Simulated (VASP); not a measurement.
# Hf (P6_3/mmc) in VASP: single point with PBEsol

Aim: the single point of Hf with PBEsol.

All numbers are computed with VASP 6.6.1; they aren't measurements. Logs are shortened: lines on timing, memory, paths and dates and some standing lists are left out, and cuts for length are marked.

### Step 1. The cell of the first run

Symmetry: P6_3/mmc, No. 194, hexagonal system. The conventional cell has a = 3.158 Å, b = 3.158 Å, c = 5.005 Å, α = 90.00°, β = 90.00°, γ = 120.00°. Within 4.1 Å of Hf (site symmetry -6m2) lie 12 Hf at 3.10 to 3.16 Å.

### Step 2. Single point, PBEsol

The input, INCAR:

```
PREC = Accurate
ENCUT = 520
EDIFF = 1E-6
ISMEAR = -1
SIGMA = 0.05
LREAL = F
LASPH = T
NELM = 100
ALGO = Normal
ISIF = 2
LWAVE = F
LCHARG = F
GGA = PS
NBANDS = 17
```

The input, KPOINTS:

```
Automatic mesh
0
Gamma
  11 11 6
```

The input, POSCAR:

```
Hf
1.0
    3.1575540000      0.0000000000      0.0000000000
   -1.5787770000      2.7345220000      0.0000000000
    0.0000000000      0.0000000000      5.0052990000
Hf
2
Direct
    0.3333330000      0.6666670000      0.2500000000
    0.6666670000      0.3333330000      0.7500000000
```

Potentials or basis: VASP PAW PBE potentials, release 64 (Hf_pv).

On the command line:

```sh
$ cat potpaw_PBE.64/Hf_pv/POTCAR > POTCAR
$ mpirun -np 1 vasp_std > vasp.out
```

OUTCAR:

```text
PREC = Accurate
   ENCUT = 520
   EDIFF = 1E-6
   ISMEAR = -1
   LREAL = F
   LASPH = T
   NELM = 100
   ISIF = 2
   GGA = PS

 ion  position               nearest neighbor table
   1  0.333  0.667  0.250-   2 3.10   2 3.10   2 3.10   2 3.10   2 3.10   2 3.10
   2  0.667  0.333  0.750-   1 3.10   1 3.10   1 3.10   1 3.10   1 3.10   1 3.10

  LATTYP: Found a hexagonal cell.
 ALAT       =     3.1575540000
 C/A-ratio  =     1.5851823912

  Lattice vectors:

 A1 = (   3.1575540000,   0.0000000000,   0.0000000000)
 A2 = (  -1.5787770000,   2.7345220000,   0.0000000000)
 A3 = (   0.0000000000,   0.0000000000,   5.0052990000)

Analysis of symmetry for initial positions (statically):
=====================================================================
 Subroutine PRICEL returns:
 Original cell was already a primitive cell.

 Routine SETGRP: Setting up the symmetry group for a
 hexagonal supercell.

 Subroutine GETGRP returns: Found 24 space group operations
 (whereof 12 operations were pure point group operations)
 out of a pool of 24 trial point group operations.

The static configuration has the point symmetry D_3d.
 The point group associated with its full space group is D_6h.

Analysis of symmetry for dynamics (positions and initial velocities):
=====================================================================
 Subroutine PRICEL returns:
 Original cell was already a primitive cell.

 Routine SETGRP: Setting up the symmetry group for a
 hexagonal supercell.

 Subroutine GETGRP returns: Found 24 space group operations
 (whereof 12 operations were pure point group operations)
 out of a pool of 24 trial point group operations.

The dynamic configuration has the point symmetry D_3d.
 The point group associated with its full space group is D_6h.

 Subroutine INISYM returns: Found 24 space group operations
 (whereof 12 operations are pure point group operations),
 and found     1 'primitive' translations

----------------------------------------------------------------------------------------

                                     Primitive cell

  volume of cell :      43.2178

  direct lattice vectors                    reciprocal lattice vectors
     3.157554000  0.000000000  0.000000000     0.316700839  0.182847313  0.000000000
    -1.578777000  2.734522000  0.000000000     0.000000000  0.365694626  0.000000000
     0.000000000  0.000000000  5.005299000     0.000000000  0.000000000  0.199788264

  length of vectors
     3.157554000  3.157554019  5.005299000     0.365694628  0.365694626  0.199788264

  position of ions in fractional coordinates (direct lattice)
     0.333333000  0.666667000  0.250000000
     0.666667000  0.333333000  0.750000000

  ion indices of the primitive-cell ions
   primitive index   ion index
                 1           1
                 2           2

----------------------------------------------------------------------------------------

 KPOINTS: Automatic mesh

Automatic generation of k-mesh.
 Grid dimensions read from file:
 generate k-points for:   11   11    6

 Generating k-lattice:

  Cartesian coordinates                     Fractional coordinates (reciprocal lattice)
     0.028790985  0.016622483  0.000000000     0.090909091 -0.000000000  0.000000000
     0.000000000  0.033244966  0.000000000     0.000000000  0.090909091  0.000000000
     0.000000000  0.000000000  0.033298044     0.000000000  0.000000000  0.166666667

  Length of vectors
     0.033244966  0.033244966  0.033298044

  Shift w.r.t. Gamma in fractional coordinates (k-lattice)
     0.000000000  0.000000000  0.000000000

 Subroutine IBZKPT returns following result:
 ===========================================

 Found     64 irreducible k-points:

 Following reciprocal coordinates:
            Coordinates               Weight
  0.000000  0.000000  0.000000      1.000000
  0.090909  0.000000  0.000000      6.000000
  0.181818 -0.000000  0.000000      6.000000
  0.272727  0.000000  0.000000      6.000000
  0.363636  0.000000  0.000000      6.000000
  0.454545 -0.000000  0.000000      6.000000
[... 16 lines left out ...]
  0.090909  0.090909  0.166667     12.000000
  0.181818  0.090909  0.166667     24.000000
 [... further k-points ...]
   k-points           NKPTS =     64   k-points in BZ     NKDIM =     64   number of bands    NBANDS=     17
   number of dos      NEDOS =    301   number of ions     NIONS =      2
   total plane-waves  NPLWV =  23040
   dimension x,y,z NGX =    24 NGY =   24 NGZ =   40
   dimension x,y,z NGXF=    48 NGYF=   48 NGZF=   80
   ions per type =               2
   NGX,Y,Z   is equivalent  to a cutoff of  12.64, 12.64, 13.29 a.u.
   NGXF,Y,Z  is equivalent  to a cutoff of  25.27, 25.27, 26.57 a.u.
 SYSTEM =  unknown system
   PREC   = accura    normal or accurate (medium, high low for compatibility)
   ISTART =      0    job   : 0-new  1-cont  2-samecut
   ICHARG =      2    charge: 1-file 2-atom 10-const
   ISPIN  =      1    spin polarized calculation?
   LNONCOLLINEAR =      F non collinear calculations
   LSORBIT =      F    spin-orbit coupling
   LASPH  =      T    aspherical Exc in radial PAW
   ENCUT  =  520.0 eV  38.22 Ry    6.18 a.u.   5.87  5.87  9.31*2*pi/ulx,y,z
   NELM   =    100;   NELMIN=  2; NELMDL= -5     # of ELM steps
   EDIFF  = 0.1E-05   stopping-criterion for ELM
   LREAL  =      F    real-space projection
   EDIFFG = 0.1E-04   stopping-criterion for IOM
   NSW    =      0    number of steps for IOM
   IBRION =     -1    ionic relax: 0-MD 1-quasi-New 2-CG
   NFREE  =      0    steps in history (QN), initial steepest desc. (CG)
   ISIF   =      2    stress and relaxation
   ISYM   =      2    0-nonsym 1-usesym 2-fastsym
   POTIM  = 0.5000    time-step for ionic-motion
   TEBEG  =    0.0;   TEEND  =   0.0 temperature during run
   PSTRESS=    0.0 pullay stress
   NELECT =      20.0000    total number of electrons
   NUPDOWN=      -1.0000    fix difference up-down
   EMIN   =  10.00;   EMAX   =-10.00  energy-range for DOS
   EFERMI =   0.00;   METHOD = LEGACY
   ISMEAR =    -1;   SIGMA  =   0.05  broadening in eV -4-tet -1-fermi 0-gaus
   EFERMI_NEDOS =   21; number of points for ismear=-14 and -15
   IALGO  =     38    algorithm
   IMIX   =      4    mixing-type and parameters
     AMIX     =   0.40;   BMIX     =  1.00
     AMIX_MAG =   1.60;   BMIX_MAG =  1.00
  volume/ion in A,a.u.               =      21.61       145.82
  Fermi-wavevector in a.u.,A,eV,Ry     =   1.266283  2.392928 21.816567  1.603472
  Thomas-Fermi vector in A             =   2.399492
   LORBIT       =      0    0 simple, 1 ext, 2 COOP (PROOUT), +10 PAW based schemes
   GGA     = PS    functional components
   LHFCALC =     F    Hartree Fock is set to
   AEXX    =    0.0000 exact exchange contribution
   IVDW    =     0    specifies the selected vdW correction
   LEPSILON=     F    determine dielectric tensor
   LRPA    =     F    only Hartree local field effects (RPA)
 non-spin polarized calculation
  energy-cutoff  :      520.00
  volume of cell :       43.22
 maximum number of plane-waves:      1194
 NGX is ok and might be reduce to    24
   NGX = 11   NGY = 11   NGZ = 19

 number of electron      19.9999996 magnetization

 Free energy of the ion-electron system (eV)
  ---------------------------------------------------
  ext. energy  EPLUGINS =         0.00000000
  ---------------------------------------------------
  free energy    TOTEN  =       -21.00984091 eV

  energy without entropy =      -20.99416914  energy(sigma->0) =      -21.00200502

 E-fermi :   4.9954     XC(G=0): -11.5509

 val. band max:        4.9942886710   @ k =   0.3636   0.1818   0.5000
 cond. band min:       5.0191661250   @ k =   0.1818  -0.0000   0.3333
 fundamental gap:      0.0248774540
 Fermi energy:         4.9954062108

 k-point     1 :       0.0000    0.0000    0.0000
  band No.  band energies     occupation
      1     -26.0049      2.00000
      2     -25.1676      2.00000
      3     -25.1676      2.00000
      4     -25.0282      2.00000
      5     -25.0254      2.00000
      6     -25.0254      2.00000
[... 9 lines left out ...]
     16       7.7077      0.00000
     17      10.5189      0.00000

 k-point     2 :       0.0909    0.0000    0.0000
  band No.  band energies     occupation
      1     -25.9808      2.00000
      2     -25.2195      2.00000
      3     -25.1849      2.00000
      4     -25.0801      2.00000
      5     -25.0392      2.00000
      6     -25.0323      2.00000
[... 9 lines left out ...]
     16       7.4644      0.00000
     17      10.7175      0.00000

 k-point     3 :       0.1818   -0.0000    0.0000
  band No.  band energies     occupation
      1     -25.9125      2.00000
      2     -25.3588      2.00000
      3     -25.2295      2.00000
      4     -25.2222      2.00000
      5     -25.0723      2.00000
      6     -25.0524      2.00000
[... 9 lines left out ...]
     16       7.9466      0.00000
     17      11.1030      0.00000

 k-point     4 :       0.2727    0.0000    0.0000
  band No.  band energies     occupation
      1     -25.8112      2.00000
      2     -25.5409      2.00000
      3     -25.3987      2.00000
      4     -25.2851      2.00000
      5     -25.1271      2.00000
      6     -25.0808      2.00000
[... 9 lines left out ...]
     16       8.9951      0.00000
     17      11.4289      0.00000
[... 343 lines left out ...]
      1     -25.8576      2.00000
      2     -25.6995      2.00000
      3     -25.5156      2.00000
      4     -25.3471      2.00000
      5     -25.2391      2.00000
      6     -25.1411      2.00000
[... 9 lines left out ...]
     16      11.2271      0.00000
     17      11.6104      0.00000

 k-point    23 :       0.0909    0.0909    0.1667
  band No.  band energies     occupation
      1     -25.8871      2.00000
      2     -25.2869      2.00000
      3     -25.2564      2.00000
      4     -25.1892      2.00000
      5     -25.0729      2.00000
      6     -25.0653      2.00000
[... 9 lines left out ...]
     16       8.1190      0.00000
     17      10.9145      0.00000

 k-point    24 :       0.1818    0.0909    0.1667
  band No.  band energies     occupation
      1     -25.8253      2.00000
      2     -25.4313      2.00000
      3     -25.3897      2.00000
      4     -25.2512      2.00000
      5     -25.1128      2.00000
      6     -25.0973      2.00000
[... 9 lines left out ...]
     16       8.8207      0.00000
     17      11.0710      0.00000

 [... further k-points ...]
[... 5 lines left out ...]
  --------------------------------------------------------------------------------------
  -------------------------------------------------------------------------------------
  Total       -0.0708919     -0.0708919     -0.1228390     -0.0000000      0.0000000      0.0000000
  in kB       -2.6281185     -2.6281186     -4.5539136     -0.0000000      0.0000000      0.0000000
  external PRESSURE =      -3.2700502 kB  Pullay stress =       0.0000000 kB

 VOLUME and BASIS-vectors are now :
 -----------------------------------------------------------------------------
  energy-cutoff  :      520.00
  volume of cell :       43.22
      direct lattice vectors                 reciprocal lattice vectors
     3.157554000  0.000000000  0.000000000     0.316700839  0.182847313  0.000000000
    -1.578777000  2.734522000  0.000000000     0.000000000  0.365694626  0.000000000
     0.000000000  0.000000000  5.005299000     0.000000000  0.000000000  0.199788264

 POSITION                                       TOTAL-FORCE (eV/Angst)
 -----------------------------------------------------------------------------------
     -0.00000      1.82302      1.25132        -0.000000      0.000000      0.000000
      1.57878      0.91151      3.75397         0.000000     -0.000000      0.000000
 -----------------------------------------------------------------------------------
    total drift:                                0.000063     -0.000036      0.000087

  FREE ENERGIE OF THE ION-ELECTRON SYSTEM (eV)
  ---------------------------------------------------
  free  energy   TOTEN  =       -21.0098409086 eV

  energy  without entropy=      -20.9941691403  energy(sigma->0) =      -21.00200502
```

Wall time 19 s (1 thread of Intel Xeon Platinum 8488C (Sapphire Rapids), shared host); peak memory 0.18 GiB.

Results:

| Item | Value |
| --- | --- |
| Free energy | -21.0098 eV |
| Pressure | -0.3 GPa |
| Band gap on the k mesh | zero (band 10 reaches 6.18 eV, above the bottom of band 11 at 4.70 eV) |

Levels at points of the mesh, in eV from the Fermi level:
| k point | band 8 | band 9 | band 10 | band 11 | band 12 | band 13 |
| --- | --- | --- | --- | --- | --- | --- |
| (0.00, 0.00, 0.00) | -3.83 | 0.79 | 1.18 | 1.18 | 1.45 | 2.04 |
| (0.00, 0.00, 0.50) | -5.46 | 0.13 | 0.13 | 1.07 | 1.07 | 1.07 |

Caveat: the PAW data sets were made with another functional, which shifts forces and pressure a little; spin-orbit coupling is left out, which moves the levels of the heavy elements.
